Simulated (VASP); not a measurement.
# Al (Pm-3m) in VASP: further runs, part 2 of 2

VASP 6.6.1. Earlier steps stand in the parts before.

**3. Relaxation of cell and atoms, PBE, target pressure 230 GPa, at which the enthalpy is minimised**

This run uses another cell than the first one, of 8.93 Å³/atom.

Input file INCAR:

```
SYSTEM = Al
PREC = Accurate
ENCUT = 600
EDIFF = 1E-6
ISMEAR = -1
SIGMA = 0.08
LREAL = .FALSE.
LASPH = .TRUE.
NELM = 80
ALGO = Normal
ISIF = 3
LWAVE = .FALSE.
LCHARG = .FALSE.
GGA = PE
IBRION = 2
NSW = 32
EDIFFG = -0.005
PSTRESS = 2300.0
```

Input file KPOINTS:

```
regular mesh
0
G
  18 18 18
  0 0 0
```

Input file POSCAR:

```
Al
1.0
    2.0742950480      0.0000000000      0.0000000000
    0.0000000000      2.0742950480      0.0000000000
    0.0000000000      0.0000000000      2.0742950480
Al
1
Direct
    0.0000000000      0.0000000000      0.0000000000
```

Potentials or basis: VASP PAW PBE potentials, release 64 (Al).

Run with:

```console
cat potpaw_PBE.64/Al/POTCAR > POTCAR
mpirun -np 1 vasp_std > vasp.out
```

OUTCAR:

```text
SYSTEM = Al
   PREC = Accurate
   ENCUT = 600
   EDIFF = 1E-6
   ISMEAR = -1
   LREAL = .FALSE.
   LASPH = .TRUE.
   NELM = 80
   ISIF = 3
   GGA = PE
   IBRION = 2
   NSW = 32
   EDIFFG = -0.005
   PSTRESS = 2300.0

 ion  position               nearest neighbor table
   1  0.000  0.000  0.000-

  LATTYP: Found a simple cubic cell.
 ALAT       =     2.0742950480

  Lattice vectors:

 A1 = (   2.0742950480,   0.0000000000,   0.0000000000)
 A2 = (   0.0000000000,   2.0742950480,   0.0000000000)
 A3 = (   0.0000000000,   0.0000000000,   2.0742950480)

Analysis of symmetry for initial positions (statically):
=====================================================================
 Subroutine PRICEL returns:
 Original cell was already a primitive cell.

 Routine SETGRP: Setting up the symmetry group for a
 simple cubic supercell.

 Subroutine GETGRP returns: Found 48 space group operations
 (whereof 48 operations were pure point group operations)
 out of a pool of 48 trial point group operations.

The static configuration has the point symmetry O_h .

Analysis of symmetry for dynamics (positions and initial velocities):
=====================================================================
 Subroutine PRICEL returns:
 Original cell was already a primitive cell.

 Routine SETGRP: Setting up the symmetry group for a
 simple cubic supercell.

 Subroutine GETGRP returns: Found 48 space group operations
 (whereof 48 operations were pure point group operations)
 out of a pool of 48 trial point group operations.

The dynamic configuration has the point symmetry O_h .

 Subroutine INISYM returns: Found 48 space group operations
 (whereof 48 operations are pure point group operations),
 and found     1 'primitive' translations

[... 117 lines left out ...]
   GGA     = PE    functional components
   LHFCALC =     F    Hartree Fock is set to
   AEXX    =    0.0000 exact exchange contribution
   IVDW    =     0    specifies the selected vdW correction
   LEPSILON=     F    determine dielectric tensor
   LRPA    =     F    only Hartree local field effects (RPA)
 conjugate gradient relaxation of ions
 non-spin polarized calculation
  energy-cutoff  :      600.00
  volume of cell :        8.93
 maximum number of plane-waves:       308
 NGX is ok and might be reduce to    18
   NGX =  9   NGY =  9   NGZ =  9

--------------------------------------- Ionic step        1  -------------------------------------------

 number of electron       3.0000000 magnetization

 Free energy of the ion-electron system (eV)
  ---------------------------------------------------
  ext. energy  EPLUGINS =         0.00000000
  ---------------------------------------------------
  free energy    TOTEN  =         0.83095401 eV

  energy without entropy =        0.83891130  energy(sigma->0) =        0.83493265

------------------------ aborting loop because EDIFF is reached ----------------------------------------

  FORCE on cell =-STRESS in cart. coord.  units (eV):
  Direction    XX          YY          ZZ          XY          YZ          ZX
  --------------------------------------------------------------------------------------
  -------------------------------------------------------------------------------------
  Total       12.9048456     12.9048456     12.9048456      0.0000000     -0.0000000      0.0000000
  in kB     2316.6040177   2316.6040177   2316.6040177      0.0000000     -0.0000000      0.0000000
  external PRESSURE =      16.6040177 kB  Pullay stress =    2300.0000000 kB
[... 61 lines left out ...]
--------------------------------------- Ionic step        3  -------------------------------------------

 number of electron       3.0000000 magnetization

 Free energy of the ion-electron system (eV)
  ---------------------------------------------------
  ext. energy  EPLUGINS =         0.00000000
  ---------------------------------------------------
  free energy    TOTEN  =         0.80054331 eV

  energy without entropy =        0.80852610  energy(sigma->0) =        0.80453471

 E-fermi :  15.8875     XC(G=0): -12.6420

 val. band max:       15.8806358664   @ k =   0.5000   0.3889   0.2778
 cond. band min:      15.9151927029   @ k =   0.4444   0.3333   0.2778
 fundamental gap:      0.0345568365
 Fermi energy:        15.8875303452

 k-point     1 :       0.0000    0.0000    0.0000
  band No.  band energies     occupation
      1       0.2261      2.00000
      2      25.7438      0.00000
      3      25.7438      0.00000
      4      32.9149      0.00000
      5      32.9149      0.00000
[... 177 lines left out ...]
 k-point    24 :       0.3333    0.1111    0.0000
  band No.  band energies     occupation
      1       4.3351      2.00000
      2      14.7126      2.00000
      3      26.7226      0.00000
      4      33.5703      0.00000
      5      35.2802      0.00000

 [... further k-points ...]

------------------------ aborting loop because EDIFF is reached ----------------------------------------

  FORCE on cell =-STRESS in cart. coord.  units (eV):
  Direction    XX          YY          ZZ          XY          YZ          ZX
  --------------------------------------------------------------------------------------
  -------------------------------------------------------------------------------------
  Total       12.8431886     12.8431886     12.8431886     -0.0000000     -0.0000000     -0.0000000
  in kB     2300.0954875   2300.0954875   2300.0954875     -0.0000000     -0.0000000     -0.0000000
  external PRESSURE =       0.0954875 kB  Pullay stress =    2300.0000000 kB
[... 20 lines left out ...]
  energy  without entropy=        0.8085261025  energy(sigma->0) =        0.80453471

  enthalpy is  TOTEN    =        13.6431987467 eV   P V=       12.8426554350

 reached required accuracy - stopping structural energy minimisation
```

OSZICAR:

```text
N       E                     dE             d eps       ncg     rms          rms(c)
DAV:   1     0.422504285353E+01    0.42250E+01   -0.11203E+03  2235   0.404E+02
DAV:   2     0.723305726639E+00   -0.35017E+01   -0.32785E+01  2965   0.443E+01
DAV:   3     0.697712634344E+00   -0.25593E-01   -0.25430E-01  2940   0.422E+00
[... 16 lines left out ...]
DAV:   1     0.800467489373E+00    0.13954E+00   -0.53206E-03  2275   0.534E-01    0.951E-02
DAV:   2     0.800516209277E+00    0.48720E-04   -0.58289E-05  2620   0.784E-02    0.279E-02
DAV:   3     0.800542080386E+00    0.25871E-04   -0.67505E-06  2465   0.192E-02    0.121E-02
DAV:   4     0.800543296856E+00    0.12165E-05   -0.15067E-06  2245   0.915E-03    0.837E-03
DAV:   5     0.800543311603E+00    0.14747E-07   -0.15225E-08  1125   0.122E-03
   3 F= 0.13643199E+02 E0= 0.13647190E+02  d E =-.106773E-03
```

It took 25 s on 1 thread of Intel Xeon 8259CL, shared host; peak memory 0.13 GiB.

What came out:

```yaml
Free_energy: 0.8005 eV
Relaxed_volume: 8.95 Å³/atom
Relaxed_cell: a = 2.076 Å, b = 2.076 Å, c = 2.076 Å, α = 90.00°, β = 90.00°, γ = 90.00°
Space_group_after_relaxing_to_0.1_Å: Pm-3m (No. 221)
Energy_change_on_relaxing_the_run_minimises_the_enthalpy: -30.4 meV/atom
Ionic_steps: 3
Pressure_after_relaxing: 230.0 GPa
Band_gap_on_the_k_mesh: zero (an odd number of electrons rules out a gap without spin polarisation)
```

The path:
| step | energy change (eV) | largest force (eV/Å) | pressure (GPa) | volume (Å³) |
| --- | --- | --- | --- | --- |
| 1 | 0.0000 | 0.0000 | 231.66 | 8.93 |
| 2 | -0.1700 | 0.0000 | 222.44 | 9.05 |
| 3 | -0.0304 | 0.0000 | 230.01 | 8.95 |

Final structure:
```yaml
crystal:
  lattice:
    - [2.07593, 0.00000, 0.00000]
    - [0.00000, 2.07593, 0.00000]
    - [0.00000, 0.00000, 2.07593]
  atoms:
    - { symbol: Al, position: [0.00000, 0.00000, 0.00000] }
```

Caveat: the cell is relaxed towards a set pressure, so the run minimises the enthalpy, not the energy.
